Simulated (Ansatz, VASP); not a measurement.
Two plane-wave programs on SnTe3

```
Sn Te
1.0
     0.00000    3.86130    3.86130
     3.86130    0.00000    3.86130
     3.86130    3.86130    0.00000
Sn Te
1 3
Cartesian
  0.0000 0.0000 0.0000
  3.8613 3.8613 3.8613
  5.7920 5.7920 5.7920
  1.9307 1.9307 1.9307
```

Alike in both runs: functional PBE; k mesh 10 × 10 × 10; occupations gaussian, width 0.1 eV; no spin polarisation.

Ansatz relaxed the structure, and its values are those at the end. VASP's run is a single point on that final structure, the one shown.

|  | VASP | Ansatz |
| --- | --- | --- |
| version | VASP 6.6.1 | Ansatz 0.2.0 |
| potentials or method | VASP PAW PBE potentials, release 64 (Sn_d, Te), cutoff 520 eV | scalar-relativistic, plane waves, PAW |
| valence electrons in the cell | 32 | 62 |

|  | VASP | Ansatz | Ansatz less VASP |
| --- | --- | --- | --- |
| gap on the k mesh at the Fermi level (eV) | none | none | - |
| pressure (GPa) | -0.1 | 0.0 | +0.06 |

A gap of «none» marks a metal or a gap that the smearing closes. VASP's potentials hold 32 valence electrons a cell and Ansatz's 62, so a difference there can come from the potentials and not from the codes.

Spin-orbit coupling is off throughout.
